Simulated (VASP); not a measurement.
Ta, 3 atoms in the cell. The cell holds a slab with vacuum, 3 atoms: a = 2.874 Å, b = 2.874 Å, c = 18.694 Å, α = 90.00°, β = 90.00°, γ = 109.47°. 

```yaml
Program: VASP 6.6.1
Task: relaxation of the atoms
Functional: PBE
Potentials_or_basis: VASP PAW PBE potentials, release 64 (Ta_pv)
Cutoff: 520 eV
k_mesh: 11 × 11 × 1
Occupations: gaussian, width 0.1 eV
Spin: no spin polarisation
Dipole_correction: yes
Atoms_held_fixed_from_0: "[0]"
Further_INCAR_settings: ALGO = Normal; EDIFF = 1e-06; IBRION = 2; EDIFFG = -0.03; NSW = 70
```

Potentials or basis: VASP PAW PBE potentials, release 64 (Ta_pv).

Command:

```sh
$ cat potpaw_PBE.64/Ta_pv/POTCAR > POTCAR
$ mpirun -np 1 vasp_std > vasp.out
```

Hardware: 1 thread of Intel(R) Xeon(R) Platinum 8259CL CPU @ 2.50GHz (Skylake/Cascade Lake), with other jobs on the host.

**Question.** How long does it take, and how much memory?

**Answer.** It took 9.4 min on 1 thread of Intel(R) Xeon(R) Platinum 8259CL CPU @ 2.50GHz (Skylake/Cascade Lake) (shared host), peak memory 0.31 GiB. Counts: scf iterations 70, k points 36, ion steps 5.
